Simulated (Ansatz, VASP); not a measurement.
Two plane-wave programs on MgO

```
CELL_PARAMETERS angstrom
3.41521 0.00000 0.00000
-1.70760 2.95766 0.00000
0.00000 0.00000 4.09275
ATOMIC_POSITIONS crystal
Mg 0.66667 0.33333 0.75000
Mg 0.33333 0.66667 0.25000
O 0.66667 0.33333 0.25000
O 0.33333 0.66667 0.75000
```

Alike in both runs: task single point; functional r2SCAN; k mesh 9 × 9 × 8; occupations gaussian, width 0.05 eV; no spin polarisation.

```csv
,VASP,Ansatz
version,VASP 6.6.1,Ansatz 0.2.0
potentials or method,"VASP PAW PBE potentials, release 64 (Mg_sv, O), cutoff 750 eV","scalar-relativistic, plane waves, PAW"
valence electrons in the cell,32,32
```

VASP gave:

```
gap on the k mesh at the Fermi level (eV)                     : 4.44
pressure (GPa)                                                : 9.6
traceless stress, the component that is largest in VASP (GPa) : 0.78
```

Which values does Ansatz return?

gap on the k mesh at the Fermi level (eV): 4.43; pressure (GPa): 9.8; traceless stress, the component that is largest in VASP (GPa): 0.85.

VASP's potentials were made for PBE, not for r2SCAN.
